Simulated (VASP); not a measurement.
Runs of VASP 6.6.1 on Se. The structure is that of space group P3_121 (No. 152), or close to it. The cells are those of the table. 

| task | cell | gap on the mesh (eV) | pressure (GPa) | largest force (eV/Å) |
| --- | --- | --- | --- | --- |
| single point | a = 4.366, b = 4.366, c = 5.053 Å, angles 90.0, 90.0, 120.0°, 3 atoms | 1.22 | -2.5 | 0.04 |
| single point | a = 4.366, b = 4.366, c = 5.003 Å, angles 90.0, 90.0, 120.0°, 3 atoms | 1.20 | -1.8 | (b) |
| electric field gradients | a = 4.277, b = 4.277, c = 4.852 Å, angles 90.0, 90.0, 120.0°, 3 atoms | 1.14 | 2.9 | 0.95 |
| electric field gradients | a = 4.424, b = 4.424, c = 5.019 Å, angles 90.0, 90.0, 120.0°, 3 atoms | 1.20 | -3.1 | 0.12 |
| single point | a = 4.277, b = 4.277, c = 4.852 Å, angles 90.0, 90.0, 120.0°, 3 atoms | 1.14 | 2.9 | 0.95 |
| single point | a = 4.452, b = 4.452, c = 5.051 Å, angles 90.0, 90.0, 120.0°, 3 atoms | 1.20 | -3.9 | 0.30 |
| electric field gradients | a = 4.307, b = 4.307, c = 4.887 Å, angles 90.0, 90.0, 120.0°, 3 atoms | 1.16 | 1.4 | 0.70 |
| electric field gradients | a = 4.337, b = 4.337, c = 4.920 Å, angles 90.0, 90.0, 120.0°, 3 atoms | 1.17 | (a) | (c) |

Alike in all rows: level LDA; potentials or basis VASP PAW LDA potentials, release 64 (Se); no spin polarisation; k mesh 6 × 6 × 5; cutoff (eV) 520; smearing fermi-dirac 0.03 eV.

Estimate the missing entries.

(a) 0.1; (b) 0.15; (c) 0.48.

A k mesh can miss the band edges, and the runs leave out spin-orbit coupling on Se.
